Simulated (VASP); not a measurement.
# PtSe2 (R3m) in VASP: single point with PBEsol

Aim: the single point of PtSe2 with PBEsol.

All numbers are computed with VASP 6.6.1; they aren't measurements. Logs are shortened: lines on timing, memory, paths and dates and some standing lists are left out, and cuts for length are marked.

### 1 The cell of the first run

The structure is trigonal, space group R3m (No. 160). The conventional cell has a = 3.641 Å, b = 3.641 Å, c = 16.454 Å, α = 90.00°, β = 90.00°, γ = 120.00°. Within 3.4 Å of Pt (site symmetry 3m) lie 6 Se at 2.54 to 2.57 Å. Se (site symmetry 3m) has 3 Pt at 2.57 Å and 4 Se at 2.90 to 3.33 Å within 3.4 Å. Se (site symmetry 3m) has 3 Pt at 2.54 Å and 4 Se at 2.90 to 3.33 Å within 3.4 Å.

### 2 Single point, PBEsol

Contents of INCAR:

```
SYSTEM = PtSe2
ALGO = Normal
EDIFF = 1E-7
ENCUT = 520
GGA = PS
ISIF = 2
ISMEAR = -1
LASPH = .TRUE.
LCHARG = .FALSE.
LREAL = .FALSE.
LWAVE = .FALSE.
NBANDS = 18
NELM = 60
PREC = Accurate
SIGMA = 0.02
```

Contents of KPOINTS:

```
k-points
0
G
  6 6 6
  0 0 0
```

Contents of POSCAR:

```
PtSe2
1.0
    1.8204971929      1.0510645444      5.4845021300
   -1.8204971929      1.0510645444      5.4845021300
    0.0000000000     -2.1021290888      5.4845021300
Pt Se
1 2
Direct
   -0.0007636755     -0.0007636755     -0.0007636755
    0.4219829436      0.4219829436      0.4219829436
    0.2454473985      0.2454473985      0.2454473985
```

Potentials or basis: VASP PAW PBE potentials, release 64 (Pt, Se).

Launch:

```
cat potpaw_PBE.64/Pt/POTCAR potpaw_PBE.64/Se/POTCAR > POTCAR
mpirun -np 1 vasp_std > vasp.out
```

OUTCAR:

```text
SYSTEM = PtSe2
   EDIFF = 1E-7
   ENCUT = 520
   GGA = PS
   ISIF = 2
   ISMEAR = -1
   LASPH = .TRUE.
   LREAL = .FALSE.
   NELM = 60
   PREC = Accurate

 ion  position               nearest neighbor table
   1  0.999  0.999  0.999-   3 2.54   3 2.54   3 2.54   2 2.57   2 2.57   2 2.57
   2  0.422  0.422  0.422-   1 2.57   1 2.57   1 2.57
   3  0.245  0.245  0.245-   1 2.54   1 2.54   1 2.54

  LATTYP: Found a trigonal (rhomboedric) cell.
 ALAT       =     5.8735602763
 COS(alpha) =     0.8078646999

  Lattice vectors:

 A1 = (   1.8204971929,   1.0510645444,   5.4845021300)
 A2 = (  -1.8204971929,   1.0510645444,   5.4845021300)
 A3 = (   0.0000000000,  -2.1021290888,   5.4845021300)

Analysis of symmetry for initial positions (statically):
=====================================================================
 Subroutine PRICEL returns:
 Original cell was already a primitive cell.

 Routine SETGRP: Setting up the symmetry group for a
 trigonal (rhombohedral) supercell.

 Subroutine GETGRP returns: Found  6 space group operations
 (whereof  6 operations were pure point group operations)
 out of a pool of 12 trial point group operations.

The static configuration has the point symmetry C_3v.

Analysis of symmetry for dynamics (positions and initial velocities):
=====================================================================
 Subroutine PRICEL returns:
 Original cell was already a primitive cell.

 Routine SETGRP: Setting up the symmetry group for a
 trigonal (rhombohedral) supercell.

 Subroutine GETGRP returns: Found  6 space group operations
 (whereof  6 operations were pure point group operations)
 out of a pool of 12 trial point group operations.

The dynamic configuration has the point symmetry C_3v.

 Subroutine INISYM returns: Found  6 space group operations
 (whereof  6 operations are pure point group operations),
 and found     1 'primitive' translations

----------------------------------------------------------------------------------------

                                     Primitive cell

  volume of cell :      62.9663

  direct lattice vectors                    reciprocal lattice vectors
     1.820497193  1.051064544  5.484502130     0.274650245  0.158569393  0.060777319
    -1.820497193  1.051064544  5.484502130    -0.274650245  0.158569393  0.060777319
     0.000000000 -2.102129089  5.484502130     0.000000000 -0.317138786  0.060777319

  length of vectors
     5.873560276  5.873560276  5.873560276     0.322910037  0.322910037  0.322910037

  position of ions in fractional coordinates (direct lattice)
     0.999236325  0.999236325  0.999236325
     0.421982944  0.421982944  0.421982944
     0.245447398  0.245447398  0.245447398

  ion indices of the primitive-cell ions
   primitive index   ion index
                 1           1
                 2           2
                 3           3

----------------------------------------------------------------------------------------

 KPOINTS: k-points

Automatic generation of k-mesh.
 Grid dimensions read from file:
 generate k-points for:    6    6    6

 Generating k-lattice:

  Cartesian coordinates                     Fractional coordinates (reciprocal lattice)
     0.045775041  0.026428232  0.010129553     0.166666667  0.000000000  0.000000000
    -0.045775041  0.026428232  0.010129553     0.000000000  0.166666667  0.000000000
     0.000000000 -0.052856464  0.010129553     0.000000000  0.000000000  0.166666667

  Length of vectors
     0.053818339  0.053818339  0.053818339

  Shift w.r.t. Gamma in fractional coordinates (k-lattice)
     0.000000000  0.000000000  0.000000000

 Subroutine IBZKPT returns following result:
 ===========================================

 Found     32 irreducible k-points:

 Following reciprocal coordinates:
            Coordinates               Weight
  0.000000  0.000000  0.000000      1.000000
  0.166667  0.000000  0.000000      6.000000
  0.333333 -0.000000  0.000000      6.000000
  0.500000  0.000000 -0.000000      3.000000
  0.166667  0.166667  0.000000      6.000000
  0.333333  0.166667  0.000000     12.000000
[... 16 lines left out ...]
  0.500000  0.500000  0.166667      6.000000
 -0.333333  0.500000  0.166667     12.000000
 [... further k-points ...]
   k-points           NKPTS =     32   k-points in BZ     NKDIM =     32   number of bands    NBANDS=     18
   number of dos      NEDOS =    301   number of ions     NIONS =      3
   total plane-waves  NPLWV = 110592
   dimension x,y,z NGX =    48 NGY =   48 NGZ =   48
   dimension x,y,z NGXF=    96 NGYF=   96 NGZF=   96
   ions per type =               1   2
   NGX,Y,Z   is equivalent  to a cutoff of  13.59, 13.59, 13.59 a.u.
   NGXF,Y,Z  is equivalent  to a cutoff of  27.17, 27.17, 27.17 a.u.
 SYSTEM =  PtSe2
   PREC   = accura    normal or accurate (medium, high low for compatibility)
   ISTART =      0    job   : 0-new  1-cont  2-samecut
   ICHARG =      2    charge: 1-file 2-atom 10-const
   ISPIN  =      1    spin polarized calculation?
   LNONCOLLINEAR =      F non collinear calculations
   LSORBIT =      F    spin-orbit coupling
   LASPH  =      T    aspherical Exc in radial PAW
   ENCUT  =  520.0 eV  38.22 Ry    6.18 a.u.  10.92 10.92 10.92*2*pi/ulx,y,z
   NELM   =     60;   NELMIN=  2; NELMDL= -5     # of ELM steps
   EDIFF  = 0.1E-06   stopping-criterion for ELM
   LREAL  =      F    real-space projection
   EDIFFG = 0.1E-05   stopping-criterion for IOM
   NSW    =      0    number of steps for IOM
   IBRION =     -1    ionic relax: 0-MD 1-quasi-New 2-CG
   NFREE  =      0    steps in history (QN), initial steepest desc. (CG)
   ISIF   =      2    stress and relaxation
   ISYM   =      2    0-nonsym 1-usesym 2-fastsym
   POTIM  = 0.5000    time-step for ionic-motion
   TEBEG  =    0.0;   TEEND  =   0.0 temperature during run
   PSTRESS=    0.0 pullay stress
   NELECT =      22.0000    total number of electrons
   NUPDOWN=      -1.0000    fix difference up-down
   EMIN   =  10.00;   EMAX   =-10.00  energy-range for DOS
   EFERMI =   0.00;   METHOD = LEGACY
   ISMEAR =    -1;   SIGMA  =   0.02  broadening in eV -4-tet -1-fermi 0-gaus
   EFERMI_NEDOS =   21; number of points for ismear=-14 and -15
   IALGO  =     38    algorithm
   IMIX   =      4    mixing-type and parameters
     AMIX     =   0.40;   BMIX     =  1.00
     AMIX_MAG =   1.60;   BMIX_MAG =  1.00
  volume/ion in A,a.u.               =      20.99       141.64
  Fermi-wavevector in a.u.,A,eV,Ry     =   1.153045  2.178940 18.089135  1.329514
  Thomas-Fermi vector in A             =   2.289692
   LORBIT       =      0    0 simple, 1 ext, 2 COOP (PROOUT), +10 PAW based schemes
   GGA     = PS    functional components
   LHFCALC =     F    Hartree Fock is set to
   AEXX    =    0.0000 exact exchange contribution
   IVDW    =     0    specifies the selected vdW correction
   LEPSILON=     F    determine dielectric tensor
   LRPA    =     F    only Hartree local field effects (RPA)
 non-spin polarized calculation
  energy-cutoff  :      520.00
  volume of cell :       62.97
 maximum number of plane-waves:      1718
 NGX is ok and might be reduce to    48
   NGX = 21   NGY = 21   NGZ = 21

 number of electron      22.0000000 magnetization

 Free energy of the ion-electron system (eV)
  ---------------------------------------------------
  ext. energy  EPLUGINS =         0.00000000
  ---------------------------------------------------
  free energy    TOTEN  =       -14.71095260 eV

  energy without entropy =      -14.70833281  energy(sigma->0) =      -14.70964271

 E-fermi :   5.9560     XC(G=0): -10.6873

 val. band max:        5.9440427755   @ k =   0.5000   0.5000   0.1667
 cond. band min:       6.0372929333   @ k =  -0.3333   0.3333   0.1667
 fundamental gap:      0.0932501578
 Fermi energy:         5.9559563657

 k-point     1 :       0.0000    0.0000    0.0000
  band No.  band energies     occupation
      1      -9.6547      2.00000
      2      -7.1335      2.00000
      3      -1.5094      2.00000
      4       0.8856      2.00000
      5       0.8856      2.00000
      6       1.5282      2.00000
[... 10 lines left out ...]
     17      13.8210      0.00000
     18      15.5254      0.00000

 k-point     2 :       0.1667    0.0000    0.0000
  band No.  band energies     occupation
      1      -9.3891      2.00000
      2      -7.1058      2.00000
      3      -1.1712      2.00000
      4       0.4846      2.00000
      5       1.1308      2.00000
      6       1.2981      2.00000
[... 10 lines left out ...]
     17      14.4150      0.00000
     18      14.5565      0.00000

 k-point     3 :       0.3333   -0.0000    0.0000
  band No.  band energies     occupation
      1      -8.7644      2.00000
      2      -7.0507      2.00000
      3      -0.8533      2.00000
      4      -0.0350      2.00000
      5       0.8294      2.00000
      6       1.1924      2.00000
[... 10 lines left out ...]
     17      15.6036      0.00000
     18      15.6702      0.00000

 k-point     4 :       0.5000    0.0000   -0.0000
  band No.  band energies     occupation
      1      -8.3767      2.00000
      2      -7.0352      2.00000
      3      -1.1651      2.00000
      4      -0.1048      2.00000
      5       0.6409      2.00000
      6       1.0419      2.00000
[... 375 lines left out ...]
      4       0.0480      2.00000
      5       0.5640      2.00000
      6       1.5185      2.00000
[... 10 lines left out ...]
     17      14.1301      0.00000
     18      15.3919      0.00000

 k-point    23 :       0.5000    0.5000    0.1667
  band No.  band energies     occupation
      1      -8.4346      2.00000
      2      -7.5812      2.00000
      3      -0.4658      2.00000
      4       0.2960      2.00000
      5       1.0018      2.00000
      6       1.1082      2.00000
[... 10 lines left out ...]
     17      13.8972      0.00000
     18      14.8476      0.00000

 k-point    24 :      -0.3333    0.5000    0.1667
  band No.  band energies     occupation
      1      -8.1546      2.00000
      2      -7.3817      2.00000
      3      -0.6391      2.00000
      4       0.0273      2.00000
      5       0.8609      2.00000
      6       1.2073      2.00000
[... 10 lines left out ...]
     17      14.0223      0.00000
     18      15.2350      0.00000

 [... further k-points ...]

------------------------ aborting loop because EDIFF is reached ----------------------------------------

  FORCE on cell =-STRESS in cart. coord.  units (eV):
  Direction    XX          YY          ZZ          XY          YZ          ZX
  --------------------------------------------------------------------------------------
  -------------------------------------------------------------------------------------
  Total       -0.4310746     -0.4310746     -0.5812266      0.0000000      0.0000000     -0.0000000
  in kB      -10.9686997    -10.9686997    -14.7893197      0.0000000      0.0000000     -0.0000000
  external PRESSURE =     -12.2422397 kB  Pullay stress =       0.0000000 kB

 VOLUME and BASIS-vectors are now :
 -----------------------------------------------------------------------------
  energy-cutoff  :      520.00
  volume of cell :       62.97
      direct lattice vectors                 reciprocal lattice vectors
     1.820497193  1.051064544  5.484502130     0.274650245  0.158569393  0.060777319
    -1.820497193  1.051064544  5.484502130    -0.274650245  0.158569393  0.060777319
     0.000000000 -2.102129089  5.484502130     0.000000000 -0.317138786  0.060777319

 POSITION                                       TOTAL-FORCE (eV/Angst)
 -----------------------------------------------------------------------------------
      0.00000      0.00000     16.44094         0.000000     -0.000000      0.017739
      0.00000      0.00000      6.94310         0.000000      0.000000      0.044300
      0.00000      0.00000      4.03847         0.000000     -0.000000     -0.062038
 -----------------------------------------------------------------------------------
    total drift:                               -0.000000      0.000000     -0.000280

  FREE ENERGIE OF THE ION-ELECTRON SYSTEM (eV)
  ---------------------------------------------------
  free  energy   TOTEN  =       -14.7109525972 eV

  energy  without entropy=      -14.7083328131  energy(sigma->0) =      -14.70964271
```

It took 74 s on 1 thread of Intel Xeon Platinum 8375C at 2.90GHz (Ice Lake), shared host; peak memory 0.31 GiB.

What came out:

```yaml
Free_energy: -14.7110 eV
Pressure: -1.2 GPa
Largest_force: 0.062 eV/Å
Band_gap_on_the_k_mesh: zero (band 11 reaches 6.61 eV, above the bottom of band 12 at 5.88 eV)
```

Forces on the atoms (eV/Å):
```
Pt   0.000  0.000  0.018
Se   0.000  0.000  0.044
Se   0.000  0.000 -0.062
```

Stress tensor (GPa, compression positive):
```
-1.10  0.00  0.00
 0.00 -1.10  0.00
 0.00  0.00 -1.48
```

Caveat: the PAW data sets were made with another functional, which shifts forces and pressure a little; spin-orbit coupling is left out, which moves the levels of the heavy elements.
